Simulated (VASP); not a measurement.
Set up this calculation in VASP 6.6.1, as the native input.

| Property | Result |
| --- | --- |
| Task | single point |
| Functional | LDA |
| Potentials or basis | VASP PAW LDA potentials, release 64 (Mg) |
| Cutoff | 520 eV |
| k mesh | 8 × 8 × 8 |
| Occupations | methfessel-paxton, width 0.1 eV |
| Spin | no spin polarisation |
| Dipole correction | no |
| Further INCAR settings | ALGO = Normal; EDIFF = 1e-06; NBANDS = 7 |

The structure of Mg lies in POSCAR:

```
Mg
1.0
   -1.7504972601      1.7504972601      1.7504972601
    1.7504972601     -1.7504972601      1.7504972601
    1.7504972601      1.7504972601     -1.7504972601
Mg
1
Direct
    0.0000000000      0.0000000000      0.0000000000
```

One way to write it, as run:

INCAR

```
  PREC = Accurate
  ENCUT = 520
  EDIFF = 1E-6
  ISMEAR = 1
  SIGMA = 0.1
  LREAL = False
  LASPH = True
  NELM = 60
  ALGO = Normal
  ISIF = 2
  LWAVE = False
  LCHARG = True
  GGA = CA
  LELF = True
  LVHAR = True
  NBANDS = 7
```

KPOINTS

```
Automatic mesh
0
Gamma
  8 8 8
```

Potentials or basis: VASP PAW LDA potentials, release 64 (Mg).

Command:

```bash
$ cat potpaw_LDA.64/Mg/POTCAR > POTCAR
$ mpirun -np 1 vasp_std > vasp.out
```

Results of the run:

```yaml
Pressure: -0.3 GPa
Band_gap_on_the_k_mesh: zero (band 1 reaches 6.86 eV, above the bottom of band 2 at 1.91 eV)
```

It took 7.2 s on 1 thread of AMD EPYC 7R13, with other jobs on the host, peak memory 0.09 GiB.
